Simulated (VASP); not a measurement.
# Mn (P6_3/mmc) in VASP: a series of runs

Runs on Mn. Level: PBEsol. Tasks: single point.

Everything below comes from runs of VASP 6.6.1. Logs are shortened: lines on timing, memory, paths and dates and some standing lists are left out, and cuts for length are marked.

**1. The cell of the first run**

It takes space group P6_3/mmc (No. 194, hexagonal). Conventional cell: a = 2.484 Å, b = 2.484 Å, c = 4.026 Å, α = 90.00°, β = 90.00°, γ = 120.00°. Within 3.3 Å of Mn (site symmetry -6m2) lie 12 Mn at 2.47 to 2.48 Å.

This isn't the form of Mn at room conditions, which is a 58-atom cubic cell.

**2. Single point, PBEsol, collinear spin, ferromagnetic start**

File INCAR:

```
SYSTEM = Mn
PREC = Accurate ; ENCUT = 600
EDIFF = 1E-6 ; ISMEAR = -1
SIGMA = 0.05 ; LREAL = .FALSE.
LASPH = .TRUE. ; NELM = 200
ALGO = Normal ; ISIF = 2
LWAVE = .FALSE. ; LCHARG = .TRUE.
ISPIN = 2 ; MAGMOM = 2 2
LORBIT = 11 ; NUPDOWN = 4.0
LMAXMIX = 4 ; GGA = PS
LELF = .TRUE. ; LVHAR = .TRUE.
NBANDS = 26 ; GGA_COMPAT = .FALSE.
```

File KPOINTS:

```
Automatic mesh
0
G
  10 10 6
  0 0 0
```

File POSCAR:

```
Mn
1.0
    2.4836457705      0.0000000000      0.0000000000
   -1.2418228853      2.1509003313      0.0000000000
    0.0000000000      0.0000000000      4.0261950000
Mn
2
Direct
    0.3333333333      0.6666666667      0.2500000000
    0.6666666667      0.3333333333      0.7500000000
```

Potentials or basis: VASP PAW PBE potentials, release 64 (Mn_sv).

On the command line:

```bash
$ cat potpaw_PBE.64/Mn_sv/POTCAR > POTCAR
$ mpirun -np 1 vasp_std > vasp.out
```

OUTCAR:

```text
SYSTEM = Mn
   PREC = Accurate
   ENCUT = 600
   EDIFF = 1E-6
   ISMEAR = -1
   LREAL = .FALSE.
   LASPH = .TRUE.
   NELM = 200
   ISIF = 2
   ISPIN = 2
   LORBIT = 11
   NUPDOWN = 4.0
   GGA = PS

 ion  position               nearest neighbor table
   1  0.333  0.667  0.250-   2 2.47   2 2.47   2 2.47   2 2.47   2 2.47   2 2.47
   2  0.667  0.333  0.750-   1 2.47   1 2.47   1 2.47   1 2.47   1 2.47   1 2.47

  LATTYP: Found a hexagonal cell.
 ALAT       =     2.4836457705
 C/A-ratio  =     1.6210826229

  Lattice vectors:

 A1 = (   2.4836457705,   0.0000000000,   0.0000000000)
 A2 = (  -1.2418228853,   2.1509003313,   0.0000000000)
 A3 = (   0.0000000000,   0.0000000000,   4.0261950000)

Analysis of symmetry for initial positions (statically):
=====================================================================
 Subroutine PRICEL returns:
 Original cell was already a primitive cell.

 Routine SETGRP: Setting up the symmetry group for a
 hexagonal supercell.

 Subroutine GETGRP returns: Found 24 space group operations
 (whereof 12 operations were pure point group operations)
 out of a pool of 24 trial point group operations.

The static configuration has the point symmetry D_3d.
 The point group associated with its full space group is D_6h.

Analysis of symmetry for dynamics (positions and initial velocities):
=====================================================================
 Subroutine PRICEL returns:
 Original cell was already a primitive cell.

 Routine SETGRP: Setting up the symmetry group for a
 hexagonal supercell.

 Subroutine GETGRP returns: Found 24 space group operations
 (whereof 12 operations were pure point group operations)
 out of a pool of 24 trial point group operations.

The dynamic configuration has the point symmetry D_3d.
 The point group associated with its full space group is D_6h.

Analysis of structural, dynamic, and magnetic symmetry:
=====================================================================
 Subroutine PRICEL returns:
 Original cell was already a primitive cell.

 Routine SETGRP: Setting up the symmetry group for a
 hexagonal supercell.

 Subroutine GETGRP returns: Found 24 space group operations
 (whereof 12 operations were pure point group operations)
 out of a pool of 24 trial point group operations.

The overall configuration has the point symmetry D_3d.
 The point group associated with its full space group is D_6h.

 Subroutine INISYM returns: Found 24 space group operations
 (whereof 12 operations are pure point group operations),
 and found     1 'primitive' translations

----------------------------------------------------------------------------------------

                                     Primitive cell

  volume of cell :      21.5082

  direct lattice vectors                    reciprocal lattice vectors
     2.483645770  0.000000000  0.000000000     0.402633907  0.232460795  0.000000000
    -1.241822885  2.150900331  0.000000000     0.000000000  0.464921589  0.000000000
     0.000000000  0.000000000  4.026195000     0.000000000  0.000000000  0.248373464

  length of vectors
     2.483645770  2.483645771  4.026195000     0.464921589  0.464921589  0.248373464

  position of ions in fractional coordinates (direct lattice)
     0.333333333  0.666666667  0.250000000
     0.666666667  0.333333333  0.750000000

  ion indices of the primitive-cell ions
   primitive index   ion index
                 1           1
                 2           2

----------------------------------------------------------------------------------------

 KPOINTS: Automatic mesh

Automatic generation of k-mesh.
 Grid dimensions read from file:
 generate k-points for:   10   10    6

 Generating k-lattice:

  Cartesian coordinates                     Fractional coordinates (reciprocal lattice)
     0.040263391  0.023246079  0.000000000     0.100000000  0.000000000  0.000000000
     0.000000000  0.046492159  0.000000000     0.000000000  0.100000000  0.000000000
     0.000000000  0.000000000  0.041395577     0.000000000  0.000000000  0.166666667

  Length of vectors
     0.046492159  0.046492159  0.041395577

  Shift w.r.t. Gamma in fractional coordinates (k-lattice)
     0.000000000  0.000000000  0.000000000

 Subroutine IBZKPT returns following result:
 ===========================================

 Found     56 irreducible k-points:

 Following reciprocal coordinates:
            Coordinates               Weight
  0.000000  0.000000  0.000000      1.000000
  0.100000  0.000000  0.000000      6.000000
  0.200000  0.000000  0.000000      6.000000
  0.300000  0.000000  0.000000      6.000000
  0.400000  0.000000  0.000000      6.000000
  0.500000  0.000000  0.000000      3.000000
[... 16 lines left out ...]
  0.300000  0.100000  0.166667     24.000000
  0.400000  0.100000  0.166667     24.000000
 [... further k-points ...]
   k-points           NKPTS =     56   k-points in BZ     NKDIM =     56   number of bands    NBANDS=     26
   number of dos      NEDOS =    301   number of ions     NIONS =      2
   total plane-waves  NPLWV =  12800
   dimension x,y,z NGX =    20 NGY =   20 NGZ =   32
   dimension x,y,z NGXF=    40 NGYF=   40 NGZF=   64
   ions per type =               2
   NGX,Y,Z   is equivalent  to a cutoff of  13.39, 13.39, 13.21 a.u.
   NGXF,Y,Z  is equivalent  to a cutoff of  26.77, 26.77, 26.43 a.u.
 SYSTEM =  Mn
   PREC   = accura    normal or accurate (medium, high low for compatibility)
   ISTART =      0    job   : 0-new  1-cont  2-samecut
   ICHARG =      2    charge: 1-file 2-atom 10-const
   ISPIN  =      2    spin polarized calculation?
   LNONCOLLINEAR =      F non collinear calculations
   LSORBIT =      F    spin-orbit coupling
   LASPH  =      T    aspherical Exc in radial PAW
   ENCUT  =  600.0 eV  44.10 Ry    6.64 a.u.   4.96  4.96  8.04*2*pi/ulx,y,z
   NELM   =    200;   NELMIN=  2; NELMDL= -5     # of ELM steps
   EDIFF  = 0.1E-05   stopping-criterion for ELM
   LREAL  =      F    real-space projection
   EDIFFG = 0.1E-04   stopping-criterion for IOM
   NSW    =      0    number of steps for IOM
   IBRION =     -1    ionic relax: 0-MD 1-quasi-New 2-CG
   NFREE  =      0    steps in history (QN), initial steepest desc. (CG)
   ISIF   =      2    stress and relaxation
   ISYM   =      2    0-nonsym 1-usesym 2-fastsym
   POTIM  = 0.5000    time-step for ionic-motion
   TEBEG  =    0.0;   TEEND  =   0.0 temperature during run
   PSTRESS=    0.0 pullay stress
   NELECT =      30.0000    total number of electrons
   NUPDOWN=       4.0000    fix difference up-down
   EMIN   =  10.00;   EMAX   =-10.00  energy-range for DOS
   EFERMI =   0.00;   METHOD = LEGACY
   ISMEAR =    -1;   SIGMA  =   0.05  broadening in eV -4-tet -1-fermi 0-gaus
   EFERMI_NEDOS =   21; number of points for ismear=-14 and -15
   IALGO  =     38    algorithm
   IMIX   =      4    mixing-type and parameters
     AMIX     =   0.40;   BMIX     =  1.00
     AMIX_MAG =   1.60;   BMIX_MAG =  1.00
  volume/ion in A,a.u.               =      10.75        72.57
  Fermi-wavevector in a.u.,A,eV,Ry     =   1.829140  3.456574 45.521746  3.345754
  Thomas-Fermi vector in A             =   2.883881
   LORBIT       =     11    0 simple, 1 ext, 2 COOP (PROOUT), +10 PAW based schemes
   GGA     = PS    functional components
   LHFCALC =     F    Hartree Fock is set to
   AEXX    =    0.0000 exact exchange contribution
   IVDW    =     0    specifies the selected vdW correction
   LEPSILON=     F    determine dielectric tensor
   LRPA    =     F    only Hartree local field effects (RPA)
 spin polarized calculation
  energy-cutoff  :      600.00
  volume of cell :       21.51
 maximum number of plane-waves:       744
 NGX is ok and might be reduce to    20
   NGX =  9   NGY =  9   NGZ = 17

 number of electron      30.0000032 magnetization       4.0000005

 Free energy of the ion-electron system (eV)
  ---------------------------------------------------
  ext. energy  EPLUGINS =         0.00000000
  ---------------------------------------------------
  free energy    TOTEN  =       -18.68606463 eV

  energy without entropy =      -18.65131469  energy(sigma->0) =      -18.66868966

 E-fermi :  13.7307     XC(G=0): -14.2621

 val. band max:       14.5514239471   @ k =   0.4000   0.2000   0.0000
 cond. band min:      13.7335459855   @ k =   0.4000   0.2000   0.1667
 fundamental gap:     -0.8178779616
 Fermi energy:        14.5596076360

 spin component 1

 k-point     1 :       0.0000    0.0000    0.0000
  band No.  band energies     occupation
      1     -65.8417      1.00000
      2     -65.6799      1.00000
      3     -34.9714      1.00000
      4     -34.3774      1.00000
      5     -34.3774      1.00000
      6     -34.2721      1.00000
[... 18 lines left out ...]
     25      39.3689      0.00000
     26      39.3696      0.00000
[... 644 lines left out ...]
      4     -34.8379      1.00000
      5     -34.5999      1.00000
      6     -34.5398      1.00000
[... 18 lines left out ...]
     25      31.6399      0.00000
     26      33.4680      0.00000

 [... further k-points ...]

 spin component 2

 k-point     1 :       0.0000    0.0000    0.0000
  band No.  band energies     occupation
      1     -63.7696      1.00000
      2     -63.5991      1.00000
      3     -33.0168      1.00000
      4     -32.3082      1.00000
      5     -32.3082      1.00000
      6     -32.1983      1.00000
[... 18 lines left out ...]
     25      40.3710      0.00000
     26      40.3713      0.00000
[... 644 lines left out ...]
      4     -32.8041      1.00000
      5     -32.5989      1.00000
      6     -32.4954      1.00000
[... 18 lines left out ...]
     25      32.5317      0.00000
     26      34.2691      0.00000

 [... further k-points ...]

------------------------ aborting loop because EDIFF is reached ----------------------------------------

  FORCE on cell =-STRESS in cart. coord.  units (eV):
  Direction    XX          YY          ZZ          XY          YZ          ZX
  --------------------------------------------------------------------------------------
  -------------------------------------------------------------------------------------
  Total        1.4517997      1.4517997      2.3442521     -0.0000000      0.0000000      0.0000000
  in kB      108.1465204    108.1465204    174.6265019     -0.0000000      0.0000000      0.0000000
  external PRESSURE =     130.3065142 kB  Pullay stress =       0.0000000 kB

 VOLUME and BASIS-vectors are now :
 -----------------------------------------------------------------------------
  energy-cutoff  :      600.00
  volume of cell :       21.51
      direct lattice vectors                 reciprocal lattice vectors
     2.483645770  0.000000000  0.000000000     0.402633907  0.232460795  0.000000000
    -1.241822885  2.150900331  0.000000000     0.000000000  0.464921589  0.000000000
     0.000000000  0.000000000  4.026195000     0.000000000  0.000000000  0.248373464

 POSITION                                       TOTAL-FORCE (eV/Angst)
 -----------------------------------------------------------------------------------
     -0.00000      1.43393      1.00655        -0.000000      0.000000      0.000000
      1.24182      0.71697      3.01965         0.000000     -0.000000     -0.000000
 -----------------------------------------------------------------------------------
    total drift:                               -0.000000      0.000000     -0.000000

  FREE ENERGIE OF THE ION-ELECTRON SYSTEM (eV)
  ---------------------------------------------------
  free  energy   TOTEN  =       -18.6860646259 eV

  energy  without entropy=      -18.6513146922  energy(sigma->0) =      -18.66868966

 total charge

# of ion       s       p       d       tot
------------------------------------------
    1        2.255   6.080   4.711  13.047
    2        2.255   6.080   4.711  13.047
--------------------------------------------------
tot          4.511  12.160   9.422  26.094

 magnetization (x)

# of ion       s       p       d       tot
------------------------------------------
    1        0.002   0.017   1.817   1.836
    2        0.002   0.017   1.817   1.836
--------------------------------------------------
tot          0.004   0.035   3.634   3.672
```

Wall time 36 s (1 thread of AMD EPYC 9R45 (Zen 5), shared host); peak memory 0.15 GiB.

What came out:

```
Free energy                                           : -18.6861 eV
Pressure                                              : 13.0 GPa
Net moment                                            : 4.00 μB per cell
Site moments                                          : Mn +1.84 μB
Valence electrons inside the program's atomic spheres : Mn 13.05
```

Caveat: the cell stands under pressure; the PAW data sets were made with another functional, which shifts forces and pressure a little; the total moment is fixed, so each spin has its own Fermi level.

**3. Single point, PBEsol, collinear spin, ferromagnetic start**

File INCAR:

```
SYSTEM = Mn
PREC = Accurate ; ENCUT = 600
EDIFF = 1E-6 ; ISMEAR = -1
SIGMA = 0.05 ; LREAL = .False.
LASPH = .True. ; NELM = 200
ALGO = Normal ; ISIF = 2
LWAVE = .False. ; LCHARG = .True.
ISPIN = 2 ; MAGMOM = 1 1
LORBIT = 11 ; NUPDOWN = 2.0
LMAXMIX = 4 ; GGA = PS
LELF = .True. ; LVHAR = .True.
NBANDS = 26 ; GGA_COMPAT = .False.
```

File KPOINTS:

```
Automatic mesh
0
Gamma
  10 10 6
  0 0 0
```

POSCAR is that of step 2.

Potentials or basis: VASP PAW PBE potentials, release 64 (Mn_sv).

On the command line:

```bash
$ cat potpaw_PBE.64/Mn_sv/POTCAR > POTCAR
$ mpirun -np 1 vasp_std > vasp.out
```

It took 30 s on 1 thread of Intel Xeon 6975P-C (Granite Rapids), shared host; peak memory 0.18 GiB.

The run converged. Its results:

```yaml
Free_energy: -19.3525 eV
Pressure: -7.6 GPa
Net_moment: 2.00 μB per cell
Site_moments: Mn +0.91 μB
Valence_electrons_inside_the_program's_atomic_spheres: Mn 13.02
```

Stress tensor (GPa, compression positive):
```
-8.29  0.00  0.00
 0.00 -8.29  0.00
 0.00  0.00 -6.29
```

Caveat: the cell stands under tension; the PAW data sets were made with another functional, which shifts forces and pressure a little; the total moment is fixed, so each spin has its own Fermi level.

[end of part 1 of 2]
